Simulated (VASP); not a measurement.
Input of a VASP 6.6.1 run:

The input INCAR:

```
ALGO = Normal
EDIFF = 1E-7
EDIFFG = -0.08
ENCUT = 750
GGA = PE
GGA_COMPAT = False
IBRION = 2
ISIF = 3
ISMEAR = 0
LASPH = True
LCHARG = False
LMAXMIX = 6
LREAL = False
LWAVE = False
NELM = 200
NELMIN = 4
NSW = 36
PREC = Accurate
SIGMA = 0.15
```

Contents of KPOINTS:

```
k-points
0
Gamma
  3 3 4
```

File POSCAR:

```
LiTmH4
1.0
    3.0730697800     -3.1256171000      0.0000000000
    3.0730697800      3.1256171000      0.0000000000
    0.0000000000      0.0000000000      3.0207946700
Li Tm H
1 1 4
Direct
    0.5000000000      0.5000000000      0.5000000000
    0.0000000000      0.0000000000      0.0000000000
    0.3063420100      0.3063420100      0.0000000000
    0.1917250100      0.8082749900      0.5000000000
    0.8082749900      0.1917250100      0.5000000000
    0.6936579900      0.6936579900      0.0000000000
```

Potentials or basis: VASP PAW PBE potentials, release 64 (Li_sv, Tm_3, H), 4f in core.

Launch:

```console
$ cat potpaw_PBE.64/Li_sv/POTCAR potpaw_PBE.64/Tm_3/POTCAR potpaw_PBE.64/H/POTCAR > POTCAR
$ mpirun -np 1 vasp_std > vasp.out
```

Q: Estimate the relaxed volume.

A: 10.76 Å³/atom.

Q: Estimate the relaxed cell.

A: a = 4.266 Å, b = 4.266 Å, c = 3.604 Å, α = 90.00°, β = 90.00°, γ = 79.83°.

Q: Estimate the space group after relaxing (to 0.1 Å).

A: Cmmm (No. 65).

Step by step:
```tsv
step	energy change (eV)	largest force (eV/Å)	pressure (GPa)	volume (Å³)
1	0.0000	1.7061	19.30	58.03
2	-1.0606	0.0972	2.23	68.30
3	-1.0940	0.2851	-1.05	71.56
4	-1.0955	0.2484	-0.63	71.09
5	-1.1398	0.1988	-0.78	70.90
6	-1.2224	0.1360	-1.15	70.15
7	-1.1731	0.6383	-1.29	67.98
8	-1.2374	0.2644	-1.33	69.65
9	-1.2771	0.1654	-0.55	67.47
10	-1.2803	0.1427	-0.34	66.81
11	-1.2804	0.1493	-0.30	66.65
12	-1.2909	0.0943	-0.19	65.74
13	-1.2941	0.0898	-0.09	64.94
14	-1.2971	0.0342	0.06	64.56
```

Caveat: the k points lie up to 0.50 Å⁻¹ apart in the final cell; a cell axis changed by over 15 % at a fixed basis, so the end point is rough; spin-orbit coupling is left out, which moves the levels of the heavy elements; the 4f electrons are frozen in the core, so they carry no moment and show no levels; the relaxation stopped at a loose force limit of 0.08 eV/Å, so its end isn't a converged minimum. Spin polarisation is off, so any magnetic state and its effect on volume and gap are missing.
